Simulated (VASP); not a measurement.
The system is Ni.

```xyz
1
Lattice="0.0000 1.7679 1.7679 1.7679 0.0000 1.7679 1.7679 1.7679 0.0000" Properties=species:S:1:pos:R:3 pbc="T T T"
Ni    0.0000    0.0000    0.0000
```

Base run:

| Item | Value |
| --- | --- |
| Program | VASP 6.6.1 |
| Functional | PBE |
| Potentials or basis | VASP PAW PBE potentials, release 64 (Ni) |
| Cutoff | 520 eV |
| k mesh | 18 × 18 × 18 |
| Occupations | fermi-dirac, width 0.05 eV |
| Spin | collinear spin, ferromagnetic start |
| Starting moments | [1.5] μB |

Its results: pressure -2.9 GPa; net moment 0.62 μB per cell; site moments Ni +0.63 μB.

Task: The run is repeated on the same cell with these changes: functional from PBE to PBEsol. What comes out?

Result: Pressure -12.3 GPa; net moment 0.62 μB per cell; site moments Ni +0.63 μB.

PBEsol binds more tightly than PBE, so the same cell stands under less pressure.

Caveats: the PAW data sets were made with another functional, which shifts forces and pressure a little (some runs).
